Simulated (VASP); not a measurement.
# SnO2 (R-3m) in VASP: a series of runs

The runs below take SnO2 through single point, with PBE.

All numbers are computed with VASP 6.6.1; they aren't measurements. Logs are shortened: lines on timing, memory, paths and dates and some standing lists are left out, and cuts for length are marked.

**1. The cell of the first run**

It takes space group R-3m (No. 166, trigonal). Conventional cell: a = 3.175 Å, b = 3.175 Å, c = 14.488 Å, α = 90.00°, β = 90.00°, γ = 120.00°. Within 2.6 Å of Sn (site symmetry -3m) lie 6 O at 1.98 Å. Within 2.6 Å of O (site symmetry 3m) lie 3 Sn at 1.98 Å and 3 O at 2.35 Å.

**2. Single point, PBE (atoms shifted along a free coordinate)**

The input, INCAR:

```
PREC     = Accurate       # precision mode
ENCUT    = 520            # plane-wave cutoff, eV
EDIFF    = 1E-7           # SCF threshold, eV
ISMEAR   = 0              # smearing method
SIGMA    = 0.05           # smearing width, eV
LREAL    = False          # projectors in reciprocal space
LASPH    = True           # aspherical terms in the spheres
NELM     = 60             # most SCF steps
ALGO     = Normal         # electronic algorithm
ISIF     = 2              # what is computed and relaxed
LWAVE    = False          # write WAVECAR
LCHARG   = False          # write CHGCAR
GGA      = PE             # functional
NBANDS   = 20             # bands
```

The input, KPOINTS:

```
Automatic mesh
0
Gamma
  12 12 12
```

The input, POSCAR:

```
SnO2
1.0
    1.5874934052      0.9165397449      4.8292069647
   -1.5874934052      0.9165397449      4.8292069647
    0.0000000000     -1.8330794897      4.8292069648
Sn O
1 2
Direct
    0.5000000000      0.5000000000      0.5000000000
    0.2176001231      0.2176001231      0.2176001231
    0.7823998769      0.7823998769      0.7823998769
```

Potentials or basis: VASP PAW PBE potentials, release 64 (Sn_d, O).

Launch:

```sh
$ cat potpaw_PBE.64/Sn_d/POTCAR potpaw_PBE.64/O/POTCAR > POTCAR
$ mpirun -np 1 vasp_std > vasp.out
```

OUTCAR:

```text
PREC = Accurate
   ENCUT = 520
   EDIFF = 1E-7
   ISMEAR = 0
   LREAL = False
   LASPH = True
   NELM = 60
   ISIF = 2
   GGA = PE

 ion  position               nearest neighbor table
   1  0.500  0.500  0.500-   2 1.98   2 1.98   3 1.98   3 1.98   2 1.98   3 1.98
   2  0.218  0.218  0.218-   1 1.98   1 1.98   1 1.98
   3  0.782  0.782  0.782-   1 1.98   1 1.98   1 1.98

  LATTYP: Found a trigonal (rhomboedric) cell.
 ALAT       =     5.1654061141
 COS(alpha) =     0.8110943660

  Lattice vectors:

 A1 = (   1.5874934052,   0.9165397449,   4.8292069647)
 A2 = (  -1.5874934052,   0.9165397449,   4.8292069647)
 A3 = (   0.0000000000,  -1.8330794897,   4.8292069648)

Analysis of symmetry for initial positions (statically):
=====================================================================
 Subroutine PRICEL returns:
 Original cell was already a primitive cell.

 Routine SETGRP: Setting up the symmetry group for a
 trigonal (rhombohedral) supercell.

 Subroutine GETGRP returns: Found 12 space group operations
 (whereof 12 operations were pure point group operations)
 out of a pool of 12 trial point group operations.

The static configuration has the point symmetry D_3d.

Analysis of symmetry for dynamics (positions and initial velocities):
=====================================================================
 Subroutine PRICEL returns:
 Original cell was already a primitive cell.

 Routine SETGRP: Setting up the symmetry group for a
 trigonal (rhombohedral) supercell.

 Subroutine GETGRP returns: Found 12 space group operations
 (whereof 12 operations were pure point group operations)
 out of a pool of 12 trial point group operations.

The dynamic configuration has the point symmetry D_3d.

 Subroutine INISYM returns: Found 12 space group operations
 (whereof 12 operations are pure point group operations),
 and found     1 'primitive' translations

----------------------------------------------------------------------------------------

                                     Primitive cell

  volume of cell :      42.1590

  direct lattice vectors                    reciprocal lattice vectors
     1.587493405  0.916539745  4.829206965     0.314961938  0.181843360  0.069024446
    -1.587493405  0.916539745  4.829206965    -0.314961938  0.181843360  0.069024446
     0.000000000 -1.833079490  4.829206965     0.000000000 -0.363686720  0.069024446

  length of vectors
     5.165406114  5.165406114  5.165406114     0.370178881  0.370178881  0.370178881

  position of ions in fractional coordinates (direct lattice)
     0.500000000  0.500000000  0.500000000
     0.217600123  0.217600123  0.217600123
     0.782399877  0.782399877  0.782399877

  ion indices of the primitive-cell ions
   primitive index   ion index
                 1           1
                 2           2
                 3           3

----------------------------------------------------------------------------------------

 KPOINTS: Automatic mesh

Automatic generation of k-mesh.
 Grid dimensions read from file:
 generate k-points for:   12   12   12

 Generating k-lattice:

  Cartesian coordinates                     Fractional coordinates (reciprocal lattice)
     0.026246828  0.015153613  0.005752037     0.083333333  0.000000000 -0.000000000
    -0.026246828  0.015153613  0.005752037     0.000000000  0.083333333 -0.000000000
     0.000000000 -0.030307227  0.005752037    -0.000000000 -0.000000000  0.083333333

  Length of vectors
     0.030848240  0.030848240  0.030848240

  Shift w.r.t. Gamma in fractional coordinates (k-lattice)
     0.000000000  0.000000000  0.000000000

 Subroutine IBZKPT returns following result:
 ===========================================

 Found    189 irreducible k-points:

 Following reciprocal coordinates:
            Coordinates               Weight
  0.000000  0.000000  0.000000      1.000000
  0.083333  0.000000  0.000000      6.000000
  0.166667  0.000000  0.000000      6.000000
  0.250000  0.000000  0.000000      6.000000
  0.333333  0.000000  0.000000      6.000000
  0.416667  0.000000  0.000000      6.000000
[... 16 lines left out ...]
  0.500000  0.166667  0.000000     12.000000
 -0.416667  0.166667 -0.000000     12.000000
 [... further k-points ...]
   k-points           NKPTS =    189   k-points in BZ     NKDIM =    189   number of bands    NBANDS=     20
   number of dos      NEDOS =    301   number of ions     NIONS =      3
   total plane-waves  NPLWV =  64000
   dimension x,y,z NGX =    40 NGY =   40 NGZ =   40
   dimension x,y,z NGXF=    80 NGYF=   80 NGZF=   80
   ions per type =               1   2
   NGX,Y,Z   is equivalent  to a cutoff of  12.87, 12.87, 12.87 a.u.
   NGXF,Y,Z  is equivalent  to a cutoff of  25.75, 25.75, 25.75 a.u.
 SYSTEM =  unknown system
   PREC   = accura    normal or accurate (medium, high low for compatibility)
   ISTART =      0    job   : 0-new  1-cont  2-samecut
   ICHARG =      2    charge: 1-file 2-atom 10-const
   ISPIN  =      1    spin polarized calculation?
   LNONCOLLINEAR =      F non collinear calculations
   LSORBIT =      F    spin-orbit coupling
   LASPH  =      T    aspherical Exc in radial PAW
   ENCUT  =  520.0 eV  38.22 Ry    6.18 a.u.   9.60  9.60  9.60*2*pi/ulx,y,z
   NELM   =     60;   NELMIN=  2; NELMDL= -5     # of ELM steps
   EDIFF  = 0.1E-06   stopping-criterion for ELM
   LREAL  =      F    real-space projection
   EDIFFG = 0.1E-05   stopping-criterion for IOM
   NSW    =      0    number of steps for IOM
   IBRION =     -1    ionic relax: 0-MD 1-quasi-New 2-CG
   NFREE  =      0    steps in history (QN), initial steepest desc. (CG)
   ISIF   =      2    stress and relaxation
   ISYM   =      2    0-nonsym 1-usesym 2-fastsym
   POTIM  = 0.5000    time-step for ionic-motion
   TEBEG  =    0.0;   TEEND  =   0.0 temperature during run
   PSTRESS=    0.0 pullay stress
   NELECT =      26.0000    total number of electrons
   NUPDOWN=      -1.0000    fix difference up-down
   EMIN   =  10.00;   EMAX   =-10.00  energy-range for DOS
   EFERMI =   0.00;   METHOD = LEGACY
   ISMEAR =     0;   SIGMA  =   0.05  broadening in eV -4-tet -1-fermi 0-gaus
   EFERMI_NEDOS =   21; number of points for ismear=-14 and -15
   IALGO  =     38    algorithm
   IMIX   =      4    mixing-type and parameters
     AMIX     =   0.40;   BMIX     =  1.00
     AMIX_MAG =   1.60;   BMIX_MAG =  1.00
  volume/ion in A,a.u.               =      14.05        94.83
  Fermi-wavevector in a.u.,A,eV,Ry     =   1.393486  2.633306 26.419825  1.941802
  Thomas-Fermi vector in A             =   2.517127
   LORBIT       =      0    0 simple, 1 ext, 2 COOP (PROOUT), +10 PAW based schemes
   GGA     = PE    functional components
   LHFCALC =     F    Hartree Fock is set to
   AEXX    =    0.0000 exact exchange contribution
   IVDW    =     0    specifies the selected vdW correction
   LEPSILON=     F    determine dielectric tensor
   LRPA    =     F    only Hartree local field effects (RPA)
 non-spin polarized calculation
 Gauss-broadening in eV      SIGMA  =   0.05
  energy-cutoff  :      520.00
  volume of cell :       42.16
 maximum number of plane-waves:      1152
   NGX = 19   NGY = 19   NGZ = 19

 number of electron      26.0000001 magnetization

 Free energy of the ion-electron system (eV)
  ---------------------------------------------------
  ext. energy  EPLUGINS =         0.00000000
  ---------------------------------------------------
  free energy    TOTEN  =       -16.73935098 eV

  energy without entropy =      -16.73935098  energy(sigma->0) =      -16.73935098

 E-fermi :   4.0518     XC(G=0):  -9.7913

 val. band max:        3.8107285966   @ k =  -0.3333   0.3333   0.0000
 cond. band min:       6.5786030139   @ k =   0.0000   0.0000   0.0000
 fundamental gap:      2.7678744173
 Fermi energy:         4.0517922521

 k-point     1 :       0.0000    0.0000    0.0000
  band No.  band energies     occupation
      1     -17.1827      2.00000
      2     -15.8718      2.00000
      3     -15.8718      2.00000
      4     -15.4590      2.00000
      5     -15.4590      2.00000
      6     -14.4815      2.00000
[... 12 lines left out ...]
     19      21.4369      0.00000
     20      22.1471      0.00000

 k-point     2 :       0.0833    0.0000    0.0000
  band No.  band energies     occupation
      1     -17.1014      2.00000
      2     -15.9870      2.00000
      3     -15.8501      2.00000
      4     -15.4735      2.00000
      5     -15.4578      2.00000
      6     -14.4731      2.00000
[... 12 lines left out ...]
     19      20.4131      0.00000
     20      22.1265      0.00000

 k-point     3 :       0.1667    0.0000    0.0000
  band No.  band energies     occupation
      1     -16.8956      2.00000
      2     -16.2368      2.00000
      3     -15.7953      2.00000
      4     -15.5049      2.00000
      5     -15.4491      2.00000
      6     -14.4425      2.00000
[... 12 lines left out ...]
     19      19.2703      0.00000
     20      22.0772      0.00000

 k-point     4 :       0.2500    0.0000    0.0000
  band No.  band energies     occupation
      1     -16.8258      2.00000
      2     -16.2763      2.00000
      3     -15.7357      2.00000
      4     -15.5397      2.00000
      5     -15.4192      2.00000
      6     -14.3819      2.00000
[... 12 lines left out ...]
     19      18.4041      0.00000
     20      21.6989      0.00000

 k-point     5 :       0.3333    0.0000    0.0000
  band No.  band energies     occupation
      1     -17.0317      2.00000
      2     -15.9708      2.00000
      3     -15.6997      2.00000
      4     -15.5607      2.00000
      5     -15.3625      2.00000
      6     -14.2847      2.00000
[... 12 lines left out ...]
     19      18.9634      0.00000
     20      20.4269      0.00000
[... 353 lines left out ...]
      6     -14.1952      2.00000
[... 12 lines left out ...]
     19      18.2447      0.00000
     20      20.8892      0.00000

 k-point    22 :       0.4167    0.1667   -0.0000
  band No.  band energies     occupation
      1     -16.8911      2.00000
      2     -16.3276      2.00000
      3     -15.6504      2.00000
      4     -15.5599      2.00000
      5     -15.3636      2.00000
      6     -13.8572      2.00000
[... 12 lines left out ...]
     19      18.8992      0.00000
     20      20.0033      0.00000

 k-point    23 :       0.5000    0.1667    0.0000
  band No.  band energies     occupation
      1     -17.0436      2.00000
      2     -16.1901      2.00000
      3     -15.6511      2.00000
      4     -15.5275      2.00000
      5     -15.3792      2.00000
      6     -13.4680      2.00000
[... 12 lines left out ...]
     19      19.4075      0.00000
     20      19.5596      0.00000

 k-point    24 :      -0.4167    0.1667   -0.0000
  band No.  band energies     occupation
      1     -17.0972      2.00000
      2     -16.1419      2.00000
      3     -15.6563      2.00000
      4     -15.4818      2.00000
      5     -15.4167      2.00000
      6     -13.2804      2.00000
[... 12 lines left out ...]
     19      18.9400      0.00000
     20      19.6579      0.00000

 [... further k-points ...]

------------------------ aborting loop because EDIFF is reached ----------------------------------------

  FORCE on cell =-STRESS in cart. coord.  units (eV):
  Direction    XX          YY          ZZ          XY          YZ          ZX
  --------------------------------------------------------------------------------------
  -------------------------------------------------------------------------------------
  Total       12.1276342     12.1276342      7.1801202      0.0000000     -0.0000000      0.0000000
  in kB      460.8890275    460.8890276    272.8676160      0.0000000     -0.0000000      0.0000000
  external PRESSURE =     398.2152237 kB  Pullay stress =       0.0000000 kB

 VOLUME and BASIS-vectors are now :
 -----------------------------------------------------------------------------
  energy-cutoff  :      520.00
  volume of cell :       42.16
      direct lattice vectors                 reciprocal lattice vectors
     1.587493405  0.916539745  4.829206965     0.314961938  0.181843360  0.069024446
    -1.587493405  0.916539745  4.829206965    -0.314961938  0.181843360  0.069024446
     0.000000000 -1.833079490  4.829206965     0.000000000 -0.363686720  0.069024446

 POSITION                                       TOTAL-FORCE (eV/Angst)
 -----------------------------------------------------------------------------------
      0.00000      0.00000      7.24381         0.000000      0.000000      0.000000
      0.00000      0.00000      3.15251         0.000000      0.000000      4.980887
      0.00000      0.00000     11.33511         0.000000     -0.000000     -4.980887
 -----------------------------------------------------------------------------------
    total drift:                               -0.000000      0.000000     -0.000000

  FREE ENERGIE OF THE ION-ELECTRON SYSTEM (eV)
  ---------------------------------------------------
  free  energy   TOTEN  =       -16.7393509845 eV

  energy  without entropy=      -16.7393509845  energy(sigma->0) =      -16.73935098
```

It took 1.9 min on 1 thread of Intel Xeon 6975P-C (Granite Rapids), shared host; peak memory 0.33 GiB.

Results:

```yaml
Free_energy: -16.7394 eV
Pressure: 39.8 GPa
Largest_force: 4.981 eV/Å
Band_gap_on_the_k_mesh: 2.77 eV (least direct gap 4.07 eV)
```

Forces in eV/Å, atoms in the order of the input:
```
Sn   0.000  0.000  0.000
O    0.000  0.000  4.981
O    0.000  0.000 -4.981
```

Caveat: the cell differs from its parent crystal (atoms shifted along a free coordinate); the cell stands under pressure; spin-orbit coupling is left out, which moves the levels of the heavy elements; forces of over 1 eV/Å act on the atoms, so gaps and moduli don't describe the material at rest. A k mesh can miss the band edges.

**3. Single point, PBE (atoms shifted along a free coordinate)**

The input, INCAR:

```
SYSTEM = SnO2
  PREC = Accurate
  ENCUT = 520
  EDIFF = 1E-7
  ISMEAR = 0
  SIGMA = 0.05
  LREAL = .FALSE.
  LASPH = .TRUE.
  NELM = 60
  ALGO = Normal
  ISIF = 2
  LWAVE = .FALSE.
  LCHARG = .FALSE.
  GGA = PE
  NBANDS = 20
```

The input, KPOINTS:

```
Automatic mesh
0
G
  12 12 12
  0 0 0
```

The input, POSCAR:

```
SnO2
1.0
    1.5874934052      0.9165397449      4.8292069647
   -1.5874934052      0.9165397449      4.8292069647
    0.0000000000     -1.8330794897      4.8292069648
Sn O
1 2
Direct
    0.5000000000      0.5000000000      0.5000000000
    0.2291218238      0.2291218238      0.2291218238
    0.7708781762      0.7708781762      0.7708781762
```

Potentials or basis: VASP PAW PBE potentials, release 64 (Sn_d, O).

Launch:

```sh
$ cat potpaw_PBE.64/Sn_d/POTCAR potpaw_PBE.64/O/POTCAR > POTCAR
$ mpirun -np 1 vasp_std > vasp.out
```

Run time: 2.1 min. Hardware: 1 thread of Intel Xeon 6975P-C (Granite Rapids), shared host; peak memory 0.33 GiB.

Results (log left out):

| Item | Value |
| --- | --- |
| Free energy | -17.9010 eV |
| Pressure | 18.1 GPa |
| Largest force | 2.031 eV/Å |
| Band gap on the k mesh | 2.57 eV (least direct gap 3.08 eV) |

Forces in eV/Å, atoms in the order of the input:
```
Sn   0.000  0.000  0.000
O    0.000  0.000  2.031
O    0.000  0.000 -2.031
```

Stress tensor (GPa, compression positive):
```
20.29  0.00  0.00
 0.00 20.29  0.00
 0.00  0.00 13.68
```

Levels at points of the mesh, in eV from the valence-band top:
```tsv
k point	band 11	band 12	band 13	band 14	band 15	band 16
(0.00, 0.00, 0.00)	-1.02	-1.02	-0.51	2.57	6.35	11.24
(0.50, 0.00, 0.00)	-1.31	-0.49	-0.46	6.36	8.37	10.17
(0.50, 0.50, 0.00)	-1.08	-0.37	-0.09	6.15	7.50	11.12
(0.50, 0.50, 0.50)	-1.45	-1.00	-1.00	3.67	6.20	11.20
```

Caveat: the cell differs from its parent crystal (atoms shifted along a free coordinate); the cell stands under pressure; spin-orbit coupling is left out, which moves the levels of the heavy elements; forces of over 1 eV/Å act on the atoms, so gaps and moduli don't describe the material at rest.

(Continued in part 2 of 2.)
